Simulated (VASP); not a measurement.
Write the native input for VASP 6.6.1 that does the following.

```
Task                   : single point
Functional             : PBEsol
Potentials or basis    : VASP PAW PBE potentials, release 64 (Na_pv, Cl)
Cutoff                 : 520 eV
k mesh                 : 8 × 8 × 8
Occupations            : gaussian, width 0.01 eV
Spin                   : no spin polarisation
Dipole correction      : no
Further INCAR settings : ALGO = Normal; EDIFF = 1e-07; NBANDS = 14
```

The structure of NaCl lies in POSCAR:

```
NaCl
1.0
    2.8600000000      0.0000000000      0.0000000000
    0.0000000000      2.8600000000      0.0000000000
    0.0000000000      0.0000000000      2.8600000000
Na Cl
1 1
Direct
    0.0000000000      0.0000000000      0.0000000000
    0.5000000000      0.5000000000      0.5000000000
```

One way to write it, as run:

INCAR

```
SYSTEM = NaCl
  PREC = Accurate
  ENCUT = 520
  EDIFF = 1E-7
  ISMEAR = 0
  SIGMA = 0.01
  LREAL = .False.
  LASPH = .True.
  NELM = 60
  ALGO = Normal
  ISIF = 2
  LWAVE = .False.
  LCHARG = .False.
  GGA = PS
  NBANDS = 14
```

KPOINTS

```
regular mesh
0
Gamma
  8 8 8
  0 0 0
```

Potentials or basis: VASP PAW PBE potentials, release 64 (Na_pv, Cl).

The run is started by

```sh
$ cat potpaw_PBE.64/Na_pv/POTCAR potpaw_PBE.64/Cl/POTCAR > POTCAR
$ mpirun -np 1 vasp_std > vasp.out
```

It gave:

* Pressure: 60.1 GPa
* Band gap on the k mesh: 4.20 eV, direct

Caveat: the PAW data sets were made with another functional, which shifts forces and pressure a little.

Wall time 6.5 s on 1 thread of AMD EPYC 9R45 96-Core Processor (Zen 5), with other jobs on the host, peak memory 0.1 GiB.
